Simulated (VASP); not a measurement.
Set up this calculation in VASP 6.6.1, as the native input.

| Item | Value |
| --- | --- |
| Task | single point |
| Functional | PBE0 |
| Potentials or basis | VASP PAW PBE potentials, release 64 (Sb) |
| Cutoff | 520 eV |
| k mesh | 5 × 4 × 4 |
| Occupations | fermi-dirac, width 0.05 eV |
| Spin | no spin polarisation |
| Dipole correction | no |
| Grid for exact exchange (PRECFOCK) | Normal |
| Further INCAR settings | ALGO = Normal; EDIFF = 1e-07; NBANDS = 12 |
| Share of exact exchange | 0.25 |

Crystal: Sb.

```
Sb
1.0
     3.12240    0.00000    0.00000
     0.00000    4.34752    0.00000
    -0.03891    0.00000    4.40585
Sb
2
Direct
  0.01139 0.25000 0.24117
  0.98861 0.75000 0.75883
```

The input as run:

POSCAR

```
Sb
1.0
    3.1224020000      0.0000000000      0.0000000000
    0.0000000000      4.3475180000      0.0000000000
   -0.0389150000      0.0000000000      4.4058520000
Sb
2
Direct
    0.0113890000      0.2500000000      0.2411660000
    0.9886110000      0.7500000000      0.7588340000
```

INCAR.step1

```
PREC = Accurate
ENCUT = 520
EDIFF = 1E-5
ISMEAR = -1
SIGMA = 0.05
LREAL = F
LASPH = T
NELM = 60
ALGO = Normal
ISIF = 2
LWAVE = T
LCHARG = F
NBANDS = 12
GGA = PE
```

INCAR.step2

```
PREC = Accurate
ENCUT = 520
EDIFF = 1E-7
ISMEAR = -1
SIGMA = 0.05
LREAL = F
LASPH = T
NELM = 60
ALGO = Normal
ISIF = 2
LWAVE = F
LCHARG = F
GGA = PE
LHFCALC = T
AEXX = 0.25
PRECFOCK = Normal
NBANDS = 12
ISTART = 1
```

KPOINTS

```
Automatic mesh
0
Gamma
  5 4 4
```

Potentials or basis: VASP PAW PBE potentials, release 64 (Sb).

Launch:

```sh
$ cat potpaw_PBE.64/Sb/POTCAR > POTCAR
$ cp INCAR.step1 INCAR
$ mpirun -np 1 vasp_std > vasp.out
$ cp INCAR.step2 INCAR
$ mpirun -np 1 vasp_std > vasp.out
```

Results of the run:

```json
{
  "Pressure": "-2.7 GPa",
  "Largest force": "0.174 eV/Å",
  "Band gap on the k mesh": "zero (bands 5 and 6 overlap by 9.67 eV)"
}
```

Caveat: the k points lie up to 0.40 Å⁻¹ apart, too coarse for converged energies and pressures of a metal; the PAW data sets were made with another functional, which shifts forces and pressure a little; spin-orbit coupling is left out, which moves the levels of the heavy elements.

It took 42 min on 1 thread of Intel(R) Xeon(R) Platinum 8259CL CPU @ 2.50GHz (Skylake/Cascade Lake), with other jobs on the host, peak memory 0.2 GiB.
